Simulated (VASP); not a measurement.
# Al3Ga13As16 (P1) in VASP: single point with PBEsol

Aim: the single point of Al3Ga13As16 with PBEsol.

Everything below comes from runs of VASP 6.6.1. Logs are shortened: lines on timing, memory, paths and dates and some standing lists are left out, and cuts for length are marked.

### Step 1. The cell of the first run

The typed cell holds 64 atoms: a = 11.325 Å, b = 11.325 Å, c = 11.325 Å, α = 90.00°, β = 90.00°, γ = 90.00°.

### Step 2. Single point, PBEsol

INCAR

```
PREC = Accurate
ENCUT = 500
EDIFF = 1E-6
ISMEAR = -1
SIGMA = 0.05
LREAL = Auto
LASPH = True
NELM = 120
ALGO = Normal
ISIF = 2
LWAVE = False
LCHARG = False
GGA = PS
NBANDS = 296
ISYM = -1
GGA_COMPAT = False
```

KPOINTS

```
explicit points
1
Reciprocal
  0.25000000   0.25000000   0.25000000 1
```

POSCAR

```
Al3Ga13As16
1.0
   11.3250937809      0.0000000000      0.0000000000
    0.0000000000     11.3250937809      0.0000000000
    0.0000000000      0.0000000000     11.3250937809
Ga Al As
26 6 32
Direct
    0.0003190000      0.0002800000      0.0005400000
    0.0000840000      0.0001120000      0.5003660000
    0.0005240000      0.4997830000      0.0005260000
    0.0002460000      0.5000740000      0.5006340000
    0.5001770000      0.0000650000      0.5009080000
    0.4995290000      0.5003480000      0.0010730000
    0.5000610000      0.5003090000      0.5002280000
    0.2495140000      0.2503540000      0.0002380000
    0.2498330000      0.2500710000      0.5006450000
    0.2500090000      0.7499400000      0.0006890000
    0.2500520000      0.7504300000      0.5004580000
    0.7502370000      0.2500940000      0.5002100000
    0.7497530000      0.7500140000      0.5003850000
    0.2497310000      0.9999520000      0.2512860000
    0.2501040000      0.0004580000      0.7505110000
    0.2501140000      0.5001450000      0.2503510000
    0.2500710000      0.5001350000      0.7506380000
    0.7504210000      0.9999260000      0.2506780000
    0.7505560000      0.0000480000      0.7499060000
    0.7500030000      0.4996280000      0.2511230000
    0.9999890000      0.2502560000      0.2505300000
    0.0003470000      0.2497590000      0.7502060000
    0.0004290000      0.7502590000      0.7506480000
    0.4997650000      0.2505590000      0.7504400000
    0.4998290000      0.7499050000      0.2506920000
    0.4998280000      0.7501880000      0.7500990000
    0.4998250000      0.9994340000      0.0001300000
    0.7497010000      0.2497950000      0.0000850000
    0.7497330000      0.7496660000      0.9997370000
    0.7501650000      0.4997890000      0.7498150000
    0.9994750000      0.7498180000      0.2499050000
    0.4998010000      0.2492310000      0.2500340000
    0.1250970000      0.1251390000      0.1256270000
    0.1249870000      0.1248070000      0.6253190000
    0.1251930000      0.6248110000      0.1252560000
    0.1252470000      0.6252340000      0.6254820000
    0.6252660000      0.1244060000      0.1253010000
    0.6251240000      0.1253980000      0.6255740000
    0.6251120000      0.6249290000      0.1260460000
    0.6247130000      0.6253000000      0.6252700000
    0.3746630000      0.3749580000      0.1254150000
    0.3748680000      0.3752590000      0.6252760000
    0.3746720000      0.8749440000      0.1258870000
    0.3748410000      0.8750620000      0.6255260000
    0.8748610000      0.3749580000      0.1251620000
    0.8754870000      0.3745340000      0.6250870000
    0.8746740000      0.8750130000      0.1248660000
    0.8751570000      0.8747760000      0.6252020000
    0.3748640000      0.1249880000      0.3760280000
    0.3749610000      0.1256210000      0.8755370000
    0.3747670000      0.6250720000      0.3755610000
    0.3750540000      0.6252790000      0.8755170000
    0.8749330000      0.1249460000      0.3753650000
    0.8754890000      0.1249770000      0.8751600000
    0.8748330000      0.6247840000      0.3756740000
    0.8754690000      0.6246560000      0.8751930000
    0.1250650000      0.3750630000      0.3754310000
    0.1248380000      0.3749030000      0.8751470000
    0.1244120000      0.8745880000      0.3752500000
    0.1253030000      0.8752020000      0.8755370000
    0.6244810000      0.3745510000      0.3752810000
    0.6247170000      0.3756870000      0.8756260000
    0.6249290000      0.8751330000      0.3754400000
    0.6251230000      0.8751230000      0.8746940000
```

Potentials or basis: VASP PAW PBE potentials, release 64 (Ga_d, Al, As).

On the command line:

```sh
> cat potpaw_PBE.64/Ga_d/POTCAR potpaw_PBE.64/Al/POTCAR potpaw_PBE.64/As/POTCAR > POTCAR
> mpirun -np 1 vasp_std > vasp.out
```

OUTCAR:

```text
PREC = Accurate
   ENCUT = 500
   EDIFF = 1E-6
   ISMEAR = -1
   LREAL = Auto
   LASPH = True
   NELM = 120
   ISIF = 2
   GGA = PS
   ISYM = -1

 ion  position               nearest neighbor table
   1  0.000  0.000  0.001-  33 2.45  54 2.45  60 2.45  47 2.45
   2  0.000  0.000  0.500-  34 2.45  59 2.45  53 2.45  48 2.45
   3  0.001  0.500  0.001-  35 2.45  58 2.45  45 2.45  56 2.45
   4  0.000  0.500  0.501-  46 2.45  36 2.45  57 2.45  55 2.45
   5  0.500  0.000  0.501-  38 2.45  44 2.45  49 2.45  63 2.45
   6  0.500  0.500  0.001-  41 2.45  52 2.45  39 2.45  62 2.45
[... 56 lines left out ...]
  63  0.625  0.875  0.375-  13 2.45  18 2.45  25 2.45   5 2.45
  64  0.625  0.875  0.875-  26 2.45  27 2.45  29 2.45  19 2.45

IMPORTANT INFORMATION: All symmetrisations will be switched off!
NOSYMM: (Re-)initialisation of all symmetry stuff for point group C_1.

----------------------------------------------------------------------------------------

                                     Primitive cell

  volume of cell :    1452.5310

  direct lattice vectors                    reciprocal lattice vectors
    11.325093781  0.000000000  0.000000000     0.088299490  0.000000000  0.000000000
     0.000000000 11.325093781  0.000000000     0.000000000  0.088299490  0.000000000
     0.000000000  0.000000000 11.325093781     0.000000000  0.000000000  0.088299490

  length of vectors
    11.325093781 11.325093781 11.325093781     0.088299490  0.088299490  0.088299490

  position of ions in fractional coordinates (direct lattice)
     0.000319000  0.000280000  0.000540000
     0.000084000  0.000112000  0.500366000
     0.000524000  0.499783000  0.000526000
     0.000246000  0.500074000  0.500634000
     0.500177000  0.000065000  0.500908000
     0.499529000  0.500348000  0.001073000
[... 56 lines left out ...]
     0.624929000  0.875133000  0.375440000
     0.625123000  0.875123000  0.874694000

  ion indices of the primitive-cell ions
   primitive index   ion index
                 1           1
                 2           2
                 3           3
                 4           4
                 5           5
                 6           6
[... 56 lines left out ...]
                63          63
                64          64

----------------------------------------------------------------------------------------

 KPOINTS: explicit points

Read explicit list of k-points.

 Found      1 k-points:

 Following reciprocal coordinates:
            Coordinates               Weight
  0.250000  0.250000  0.250000      1.000000
   k-points           NKPTS =      1   k-points in BZ     NKDIM =      1   number of bands    NBANDS=    296
   number of dos      NEDOS =    301   number of ions     NIONS =     64
   total plane-waves  NPLWV = 592704
   dimension x,y,z NGX =    84 NGY =   84 NGZ =   84
   dimension x,y,z NGXF=   168 NGYF=  168 NGZF=  168
   ions per type =              26   6  32
   NGX,Y,Z   is equivalent  to a cutoff of  12.33, 12.33, 12.33 a.u.
   NGXF,Y,Z  is equivalent  to a cutoff of  24.66, 24.66, 24.66 a.u.
 SYSTEM =  unknown system
   PREC   = accura    normal or accurate (medium, high low for compatibility)
   ISTART =      0    job   : 0-new  1-cont  2-samecut
   ICHARG =      2    charge: 1-file 2-atom 10-const
   ISPIN  =      1    spin polarized calculation?
   LNONCOLLINEAR =      F non collinear calculations
   LSORBIT =      F    spin-orbit coupling
   LASPH  =      T    aspherical Exc in radial PAW
   ENCUT  =  500.0 eV  36.75 Ry    6.06 a.u.  20.65 20.65 20.65*2*pi/ulx,y,z
   NELM   =    120;   NELMIN=  2; NELMDL= -5     # of ELM steps
   EDIFF  = 0.1E-05   stopping-criterion for ELM
   LREAL  =      T    real-space projection
   EDIFFG = 0.1E-04   stopping-criterion for IOM
   NSW    =      0    number of steps for IOM
   IBRION =     -1    ionic relax: 0-MD 1-quasi-New 2-CG
   NFREE  =      0    steps in history (QN), initial steepest desc. (CG)
   ISIF   =      2    stress and relaxation
   ISYM   =     -1    0-nonsym 1-usesym 2-fastsym
   POTIM  = 0.5000    time-step for ionic-motion
   TEBEG  =    0.0;   TEEND  =   0.0 temperature during run
   PSTRESS=    0.0 pullay stress
   NELECT =     516.0000    total number of electrons
   NUPDOWN=      -1.0000    fix difference up-down
   EMIN   =  10.00;   EMAX   =-10.00  energy-range for DOS
   EFERMI =   0.00;   METHOD = LEGACY
   ISMEAR =    -1;   SIGMA  =   0.05  broadening in eV -4-tet -1-fermi 0-gaus
   EFERMI_NEDOS =   21; number of points for ismear=-14 and -15
   IALGO  =     38    algorithm
   IMIX   =      4    mixing-type and parameters
     AMIX     =   0.40;   BMIX     =  1.00
     AMIX_MAG =   1.60;   BMIX_MAG =  1.00
  volume/ion in A,a.u.               =      22.70       153.16
  Fermi-wavevector in a.u.,A,eV,Ry     =   1.159444  2.191031 18.290438  1.344309
  Thomas-Fermi vector in A             =   2.296036
   LORBIT       =      0    0 simple, 1 ext, 2 COOP (PROOUT), +10 PAW based schemes
   GGA     = PS    functional components
   LHFCALC =     F    Hartree Fock is set to
   AEXX    =    0.0000 exact exchange contribution
   IVDW    =     0    specifies the selected vdW correction
   LEPSILON=     F    determine dielectric tensor
   LRPA    =     F    only Hartree local field effects (RPA)
 non-spin polarized calculation
  energy-cutoff  :      500.00
  volume of cell :     1452.53
 maximum number of plane-waves:     36903
 NGX is ok and might be reduce to    84
   NGX = 41   NGY = 41   NGZ = 41

 number of electron     516.0000470 magnetization

 Free energy of the ion-electron system (eV)
  ---------------------------------------------------
  ext. energy  EPLUGINS =         0.00000000
  ---------------------------------------------------
  free energy    TOTEN  =      -296.58710398 eV

  energy without entropy =     -296.58710117  energy(sigma->0) =     -296.58710258

 E-fermi :   4.2797     XC(G=0):  -9.6466

 val. band max:        3.5503932693   @ k =   0.2500   0.2500   0.2500
 cond. band min:       4.9746544131   @ k =   0.2500   0.2500   0.2500
 fundamental gap:      1.4242611438
 Fermi energy:         4.2797048623

 k-point     1 :       0.2500    0.2500    0.2500
  band No.  band energies     occupation
      1     -11.0228      2.00000
      2     -11.0210      2.00000
      3     -11.0199      2.00000
      4     -11.0172      2.00000
      5     -11.0160      2.00000
      6     -11.0131      2.00000
[... 262 lines left out ...]
    269       5.9275      0.00000
    270       6.0858      0.00000
 [bands above 270 left out]

------------------------ aborting loop because EDIFF is reached ----------------------------------------

  FORCE on cell =-STRESS in cart. coord.  units (eV):
  Direction    XX          YY          ZZ          XY          YZ          ZX
  --------------------------------------------------------------------------------------
  -------------------------------------------------------------------------------------
  Total        1.8268592      1.8535674      1.7638749     -6.8998920     -6.9304404     -6.9405928
  in kB        2.0150704      2.0445302      1.9455973     -7.6107499     -7.6444456     -7.6556439
  external PRESSURE =       2.0017327 kB  Pullay stress =       0.0000000 kB

 VOLUME and BASIS-vectors are now :
 -----------------------------------------------------------------------------
  energy-cutoff  :      500.00
  volume of cell :     1452.53
      direct lattice vectors                 reciprocal lattice vectors
    11.325093781  0.000000000  0.000000000     0.088299490  0.000000000  0.000000000
     0.000000000 11.325093781  0.000000000     0.000000000  0.088299490  0.000000000
     0.000000000  0.000000000 11.325093781     0.000000000  0.000000000  0.088299490

 POSITION                                       TOTAL-FORCE (eV/Angst)
 -----------------------------------------------------------------------------------
      0.00361      0.00317      0.00612         0.007122     -0.000900     -0.002915
      0.00095      0.00127      5.66669        -0.002370      0.000153      0.005806
      0.00593      5.66009      0.00596        -0.000630      0.004831      0.001107
      0.00279      5.66338      5.66973         0.003822      0.000914     -0.008866
      5.66455      0.00074      5.67283        -0.001531      0.002175     -0.004636
      5.65721      5.66649      0.01215         0.006049      0.000464     -0.006931
[... 56 lines left out ...]
      7.07738      9.91096      4.25189         0.000038     -0.001338      0.003400
      7.07958      9.91085      9.90599         0.008129      0.004382     -0.014078
 -----------------------------------------------------------------------------------
    total drift:                               -0.017602     -0.012437      0.155146

  FREE ENERGIE OF THE ION-ELECTRON SYSTEM (eV)
  ---------------------------------------------------
  free  energy   TOTEN  =      -296.5871039795 eV

  energy  without entropy=     -296.5871011718  energy(sigma->0) =     -296.58710258
```

It took 13 min on 1 thread of Intel Xeon Platinum 8488C (Sapphire Rapids), shared host; peak memory 1.3 GiB.

Results:

```yaml
Free_energy: -296.5871 eV
Pressure: 0.2 GPa
Largest_force: 0.025 eV/Å
Band_gap_on_the_k_mesh: 1.42 eV
```

Forces on the atoms (eV/Å):
```
Ga   0.007 -0.001 -0.003
Ga  -0.002  0.000  0.006
Ga  -0.001  0.005  0.001
Ga   0.004  0.001 -0.009
Ga  -0.002  0.002 -0.005
Ga   0.006  0.000 -0.007
Ga  -0.003 -0.001  0.004
Ga   0.005  0.002  0.002
Ga   0.003  0.006  0.002
Ga   0.001  0.004 -0.006
Ga   0.000 -0.002  0.002
Ga  -0.001 -0.002 -0.002
Ga   0.007  0.007 -0.004
Ga   0.004  0.005 -0.009
Ga   0.004 -0.001  0.000
Ga  -0.005 -0.005  0.004
Ga   0.007  0.006 -0.006
Ga   0.003 -0.004  0.002
Ga  -0.001  0.004 -0.003
Ga   0.006  0.001 -0.003
Ga   0.002  0.007 -0.001
Ga   0.001 -0.001 -0.007
Ga   0.002  0.004 -0.006
Ga  -0.002 -0.001 -0.006
Ga   0.003  0.005  0.003
Ga  -0.001 -0.002 -0.006
Al  -0.006  0.004 -0.008
Al  -0.001 -0.002 -0.005
Al   0.002  0.004 -0.005
Al  -0.007 -0.003 -0.002
Al   0.000 -0.009 -0.001
Al  -0.003  0.004 -0.001
As  -0.001 -0.007  0.007
As   0.000 -0.004  0.002
As   0.009 -0.011  0.000
As   0.002  0.003  0.007
As   0.004 -0.009  0.018
As   0.004  0.001  0.001
As  -0.009 -0.004  0.004
As  -0.007  0.013 -0.005
As  -0.006  0.010 -0.002
As   0.001  0.007  0.000
As  -0.006 -0.007  0.010
As  -0.004  0.005  0.005
As  -0.007 -0.003  0.009
As   0.006 -0.009  0.000
As  -0.019  0.015 -0.008
As   0.002 -0.008 -0.005
As  -0.004 -0.017  0.008
As  -0.010  0.003 -0.008
As  -0.002 -0.001  0.003
As   0.000  0.004  0.001
As   0.004 -0.001  0.004
As   0.013 -0.002 -0.003
As  -0.009 -0.003  0.020
As   0.020 -0.009 -0.001
As  -0.002  0.000 -0.003
As  -0.011 -0.003  0.001
As   0.000 -0.001  0.004
As   0.001 -0.001  0.006
As  -0.001 -0.004  0.002
As  -0.008  0.004  0.013
As   0.000 -0.001  0.003
As   0.008  0.004 -0.014
```

Levels at points of the mesh, in eV from the valence-band top:
```tsv
k point	band 255	band 256	band 257	band 258	band 259	band 260	band 261	band 262
(0.25, 0.25, 0.25)	-0.45	-0.44	0.00	0.00	1.42	1.83	1.84	1.86
```

Caveat: the PAW data sets were made with another functional, which shifts forces and pressure a little; a shifted mesh leaves out Γ, where band edges can lie.
